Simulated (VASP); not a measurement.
# WSe2 in VASP: a series of runs

WSe2 is run at these levels: LDA; tasks: single point.

All numbers are computed with VASP 6.6.1; they aren't measurements. Logs are shortened: lines on timing, memory, paths and dates and some standing lists are left out, and cuts for length are marked.

### Step 1. The cell of the first run

The cell holds a slab with vacuum, 12 atoms: a = 3.318 Å, b = 3.318 Å, c = 36.418 Å, α = 90.00°, β = 90.00°, γ = 120.00°.

### Step 2. Single point, LDA

The input, INCAR:

```
SYSTEM = WSe2
ALGO = Normal
EDIFF = 1E-6
ENCUT = 500
GGA_COMPAT = .False.
ISIF = 2
ISMEAR = 0
LASPH = .True.
LCHARG = .True.
LELF = .True.
LREAL = .False.
LVHAR = .True.
LWAVE = .False.
NBANDS = 64
NELM = 120
PREC = Accurate
SIGMA = 0.1
```

The input, KPOINTS:

```
k-points
0
Gamma
  6 6 1
  0 0 0
```

The input, POSCAR:

```
WSe2
1.0
    3.3178488600      0.0000000000      0.0000000000
   -1.6589244300      2.8733414000      0.0000000000
    0.0000000000      0.0000000000     36.4183073100
W Se
4 8
Direct
    0.6666666700      0.3333333300      0.9061104700
    0.6666666700      0.3333333300      0.2804680000
    0.3333333300      0.6666666700      0.7195320000
    0.3333333300      0.6666666700      0.0938895300
    0.3333333300      0.6666666700      0.9517867400
    0.3333333300      0.6666666700      0.3261068200
    0.6666666700      0.3333333300      0.7652045500
    0.6666666700      0.3333333300      0.1395502000
    0.3333333300      0.6666666700      0.8604498000
    0.3333333300      0.6666666700      0.2347954500
    0.6666666700      0.3333333300      0.6738931800
    0.6666666700      0.3333333300      0.0482132600
```

Potentials or basis: VASP PAW LDA potentials, release 64 (W_sv, Se).

On the command line:

```bash
> cat potpaw_LDA.64/W_sv/POTCAR potpaw_LDA.64/Se/POTCAR > POTCAR
> mpirun -np 1 vasp_std > vasp.out
```

OUTCAR:

```text
SYSTEM = WSe2
   EDIFF = 1E-6
   ENCUT = 500
   ISIF = 2
   ISMEAR = 0
   LASPH = .True.
   LREAL = .False.
   NELM = 120
   PREC = Accurate

 ion  position               nearest neighbor table
   1  0.667  0.333  0.906-   9 2.54   9 2.54   9 2.54   5 2.54   5 2.54   5 2.54
   2  0.667  0.333  0.280-   6 2.54   6 2.54   6 2.54  10 2.54  10 2.54  10 2.54
   3  0.333  0.667  0.720-  11 2.54  11 2.54  11 2.54   7 2.54   7 2.54   7 2.54
   4  0.333  0.667  0.094-   8 2.54   8 2.54   8 2.54  12 2.54  12 2.54  12 2.54
   5  0.333  0.667  0.952-   1 2.54   1 2.54   1 2.54
   6  0.333  0.667  0.326-   2 2.54   2 2.54   2 2.54
   7  0.667  0.333  0.765-   3 2.54   3 2.54   3 2.54
   8  0.667  0.333  0.140-   4 2.54   4 2.54   4 2.54
   9  0.333  0.667  0.860-   1 2.54   1 2.54   1 2.54
  10  0.333  0.667  0.235-   2 2.54   2 2.54   2 2.54
  11  0.667  0.333  0.674-   3 2.54   3 2.54   3 2.54
  12  0.667  0.333  0.048-   4 2.54   4 2.54   4 2.54

  LATTYP: Found a hexagonal cell.
 ALAT       =     3.3178488600
 C/A-ratio  =    10.9764817045

  Lattice vectors:

 A1 = (   3.3178488600,   0.0000000000,   0.0000000000)
 A2 = (  -1.6589244300,   2.8733414000,   0.0000000000)
 A3 = (   0.0000000000,   0.0000000000,  36.4183073100)

Analysis of symmetry for initial positions (statically):
=====================================================================
 Subroutine PRICEL returns:
 Original cell was already a primitive cell.

 Routine SETGRP: Setting up the symmetry group for a
 hexagonal supercell.

 Subroutine GETGRP returns: Found 12 space group operations
 (whereof 12 operations were pure point group operations)
 out of a pool of 24 trial point group operations.

The static configuration has the point symmetry D_3d.

Analysis of symmetry for dynamics (positions and initial velocities):
=====================================================================
 Subroutine PRICEL returns:
 Original cell was already a primitive cell.

 Routine SETGRP: Setting up the symmetry group for a
 hexagonal supercell.

 Subroutine GETGRP returns: Found 12 space group operations
 (whereof 12 operations were pure point group operations)
 out of a pool of 24 trial point group operations.

The dynamic configuration has the point symmetry D_3d.

 Subroutine INISYM returns: Found 12 space group operations
 (whereof 12 operations are pure point group operations),
 and found     1 'primitive' translations

[... 107 lines left out ...]
   NELECT =     104.0000    total number of electrons
   NUPDOWN=      -1.0000    fix difference up-down
   EMIN   =  10.00;   EMAX   =-10.00  energy-range for DOS
   EFERMI =   0.00;   METHOD = LEGACY
   ISMEAR =     0;   SIGMA  =   0.10  broadening in eV -4-tet -1-fermi 0-gaus
   EFERMI_NEDOS =   21; number of points for ismear=-14 and -15
   IALGO  =     38    algorithm
   IMIX   =      4    mixing-type and parameters
     AMIX     =   0.40;   BMIX     =  1.00
     AMIX_MAG =   1.60;   BMIX_MAG =  1.00
  volume/ion in A,a.u.               =      28.93       195.24
  Fermi-wavevector in a.u.,A,eV,Ry     =   1.095380  2.069968 16.325046  1.199857
  Thomas-Fermi vector in A             =   2.231702
   LORBIT       =      0    0 simple, 1 ext, 2 COOP (PROOUT), +10 PAW based schemes
   GGA     = CA    functional components
   LHFCALC =     F    Hartree Fock is set to
   AEXX    =    0.0000 exact exchange contribution
   IVDW    =     0    specifies the selected vdW correction
   LEPSILON=     F    determine dielectric tensor
   LRPA    =     F    only Hartree local field effects (RPA)
 non-spin polarized calculation
 Gauss-broadening in eV      SIGMA  =   0.10
  energy-cutoff  :      500.00
  volume of cell :      347.19
 maximum number of plane-waves:      8910
   NGX = 13   NGY = 13   NGZ =133

 number of electron     103.9999992 magnetization

 Free energy of the ion-electron system (eV)
  ---------------------------------------------------
  ext. energy  EPLUGINS =         0.00000000
  ---------------------------------------------------
  free energy    TOTEN  =       -96.62561495 eV

  energy without entropy =      -96.62561495  energy(sigma->0) =      -96.62561495

 E-fermi :   3.1226     XC(G=0):  -8.1738

 val. band max:        2.7028864144   @ k =   0.0000   0.0000   0.0000
 cond. band min:       3.9363723656   @ k =   0.1667   0.1667   0.0000
 fundamental gap:      1.2334859512
 Fermi energy:         3.1226210128

 k-point     1 :       0.0000    0.0000    0.0000
  band No.  band energies     occupation
      1     -71.0698      2.00000
      2     -71.0698      2.00000
      3     -71.0681      2.00000
      4     -71.0681      2.00000
      5     -35.5632      2.00000
      6     -35.5632      2.00000
[... 458 lines left out ...]
     63       5.9799      0.00000
     64       5.9799      0.00000

------------------------ aborting loop because EDIFF is reached ----------------------------------------

  FORCE on cell =-STRESS in cart. coord.  units (eV):
  Direction    XX          YY          ZZ          XY          YZ          ZX
  --------------------------------------------------------------------------------------
  -------------------------------------------------------------------------------------
  Total       -8.4891416     -8.4891417     -5.3787323      0.0000000      0.0000000     -0.0000000
  in kB      -39.1751598    -39.1751599    -24.8214376      0.0000000      0.0000000     -0.0000000
  external PRESSURE =     -34.3905858 kB  Pullay stress =       0.0000000 kB

 VOLUME and BASIS-vectors are now :
 -----------------------------------------------------------------------------
  energy-cutoff  :      500.00
  volume of cell :      347.19
      direct lattice vectors                 reciprocal lattice vectors
     3.317848860  0.000000000  0.000000000     0.301400107  0.174013433  0.000000000
    -1.658924430  2.873341400  0.000000000     0.000000000  0.348026865  0.000000000
     0.000000000  0.000000000 36.418307310     0.000000000  0.000000000  0.027458717

 POSITION                                       TOTAL-FORCE (eV/Angst)
 -----------------------------------------------------------------------------------
      1.65892      0.95778     32.99901         0.000000      0.000000      0.009668
      1.65892      0.95778     10.21417        -0.000000      0.000000     -0.001811
     -0.00000      1.91556     26.20414         0.000000     -0.000000      0.001811
     -0.00000      1.91556      3.41930         0.000000     -0.000000     -0.009668
     -0.00000      1.91556     34.66246        -0.000000     -0.000000     -0.239479
     -0.00000      1.91556     11.87626        -0.000000      0.000000     -0.325143
      1.65892      0.95778     27.86745        -0.000000     -0.000000     -0.233690
      1.65892      0.95778      5.08218        -0.000000     -0.000000     -0.230531
     -0.00000      1.91556     31.33613         0.000000      0.000000      0.230531
     -0.00000      1.91556      8.55085        -0.000000      0.000000      0.233690
      1.65892      0.95778     24.54205         0.000000     -0.000000      0.325143
      1.65892      0.95778      1.75585        -0.000000      0.000000      0.239479
 -----------------------------------------------------------------------------------
    total drift:                                0.000000      0.000000     -0.000000

  FREE ENERGIE OF THE ION-ELECTRON SYSTEM (eV)
  ---------------------------------------------------
  free  energy   TOTEN  =       -96.6256149488 eV

  energy  without entropy=      -96.6256149488  energy(sigma->0) =      -96.62561495
```

stdout:

```text
POSCAR found type information on POSCAR W Se
 POSCAR found :  2 types and      12 ions
 scaLAPACK will be used
 LDA part: xc-table for (Slater(with rela. corr.)+CA(PZ))
 , standard interpolation
 POSCAR, INCAR and KPOINTS ok, starting setup
 FFT: planning ... GRIDC
 FFT: planning ... GRID_SOFT
 FFT: planning ... GRID
 WAVECAR not read
 entering main loop
```

Run time: 8.2 min. Hardware: 1 thread of Intel Xeon 8259CL, shared host; peak memory 0.37 GiB.

Results:

| Quantity | Value |
| --- | --- |
| Free energy | -96.6256 eV |
| Largest force | 0.325 eV/Å |
| Band gap on the k mesh | 1.23 eV (least direct gap 1.46 eV) |

Forces in eV/Å, atoms in the order of the input:
```
W    0.000  0.000  0.010
W    0.000  0.000 -0.002
W    0.000  0.000  0.002
W    0.000  0.000 -0.010
Se   0.000  0.000 -0.239
Se   0.000  0.000 -0.325
Se   0.000  0.000 -0.234
Se   0.000  0.000 -0.231
Se   0.000  0.000  0.231
Se   0.000  0.000  0.234
Se   0.000  0.000  0.325
Se   0.000  0.000  0.239
```

Caveat: spin-orbit coupling is left out, which moves the levels of the heavy elements.

### Step 3. Single point, LDA

This run uses another cell than the first one.

The input, INCAR:

```
SYSTEM = WSe2
ALGO = Normal ; EDIFF = 1E-6
ENCUT = 500 ; GGA_COMPAT = .False.
ISIF = 2 ; ISMEAR = 0
LASPH = .True. ; LCHARG = .False.
LREAL = .False. ; LWAVE = .False.
NBANDS = 64 ; NELM = 120
PREC = Accurate ; SIGMA = 0.02
```

The input, KPOINTS:

```
k-points
0
Gamma
  9 9 1
  0 0 0
```

The input, POSCAR:

```
WSe2
1.0
    3.2492469942      0.0000000000      0.0000000000
   -1.6246234971      2.8139304402      0.0000000000
    0.0000000000      0.0000000000     34.6409866189
W Se
4 8
Direct
    0.6666666667      0.3333333333      0.9075270584
    0.6666666667      0.3333333333      0.2774101272
    0.3333333333      0.6666666667      0.7225898728
    0.3333333333      0.6666666667      0.0924729416
    0.3333333333      0.6666666667      0.9556490448
    0.3333333333      0.6666666667      0.3254385796
    0.6666666667      0.3333333333      0.7707244180
    0.6666666667      0.3333333333      0.1405937401
    0.3333333333      0.6666666667      0.8594062599
    0.3333333333      0.6666666667      0.2292755820
    0.6666666667      0.3333333333      0.6745614204
    0.6666666667      0.3333333333      0.0443509552
```

Potentials or basis: VASP PAW LDA potentials, release 64 (W_sv, Se).

On the command line:

```bash
> cat potpaw_LDA.64/W_sv/POTCAR potpaw_LDA.64/Se/POTCAR > POTCAR
> mpirun -np 1 vasp_std > vasp.out
```

It took 14 min on 1 thread of Intel Xeon 8259CL, shared host; peak memory 0.4 GiB.

It converged, with:

* Free energy: -96.8622 eV
* Largest force: 0.105 eV/Å
* Band gap on the k mesh: 1.11 eV (least direct gap 1.65 eV)

Forces on the atoms (eV/Å):
```
W    0.000  0.000  0.000
W    0.000  0.000  0.000
W    0.000  0.000  0.000
W    0.000  0.000  0.000
Se   0.000  0.000  0.102
Se   0.000  0.000  0.105
Se   0.000  0.000  0.104
Se   0.000  0.000  0.104
Se   0.000  0.000 -0.104
Se   0.000  0.000 -0.104
Se   0.000  0.000 -0.105
Se   0.000  0.000 -0.102
```

Levels at points of the mesh, in eV from the valence-band top:
| k point | band 50 | band 51 | band 52 | band 53 | band 54 | band 55 |
| --- | --- | --- | --- | --- | --- | --- |
| (0.00, 0.00, 0.00) | -0.47 | -0.16 | 0.00 | 2.77 | 2.77 | 2.78 |

Caveat: spin-orbit coupling is left out, which moves the levels of the heavy elements.

### Step 4. Single point, LDA

This run uses another cell than the first one.

The input, INCAR:

```
  PREC = Accurate
  ENCUT = 500
  EDIFF = 1E-6
  ISMEAR = 0
  SIGMA = 0.02
  LREAL = F
  LASPH = T
  NELM = 120
  ALGO = Normal
  ISIF = 2
  LWAVE = F
  LCHARG = F
  NBANDS = 64
  GGA_COMPAT = F
```

The input, KPOINTS:

```
regular mesh
0
Gamma
  9 9 1
```

POSCAR is that of step 3.

On the command line:

```bash
> cat potpaw_LDA.64/W_sv/POTCAR potpaw_LDA.64/Se/POTCAR > POTCAR
> mpirun -np 1 vasp_std > vasp.out
```

Wall time 15 min (1 thread of Intel Xeon 8259CL, shared host); peak memory 0.4 GiB.

The run converged. Its results:

- Free energy: -96.8622 eV
- Largest force: 0.105 eV/Å
- Band gap on the k mesh: 1.11 eV (least direct gap 1.65 eV)

Forces in eV/Å, atoms in the order of the input:
```
W    0.000  0.000  0.000
W    0.000  0.000  0.000
W    0.000  0.000  0.000
W    0.000  0.000  0.000
Se   0.000  0.000  0.102
Se   0.000  0.000  0.105
Se   0.000  0.000  0.104
Se   0.000  0.000  0.104
Se   0.000  0.000 -0.104
Se   0.000  0.000 -0.104
Se   0.000  0.000 -0.105
Se   0.000  0.000 -0.102
```

Levels at points of the mesh, in eV from the valence-band top:
| k point | band 48 | band 49 | band 50 | band 51 | band 52 | band 53 | band 54 | band 55 | band 56 | band 57 |
| --- | --- | --- | --- | --- | --- | --- | --- | --- | --- | --- |
| (0.00, 0.00, 0.00) | -1.46 | -1.05 | -0.47 | -0.16 | 0.00 | 2.77 | 2.77 | 2.78 | 2.78 | 2.81 |

Caveat: spin-orbit coupling is left out, which moves the levels of the heavy elements.
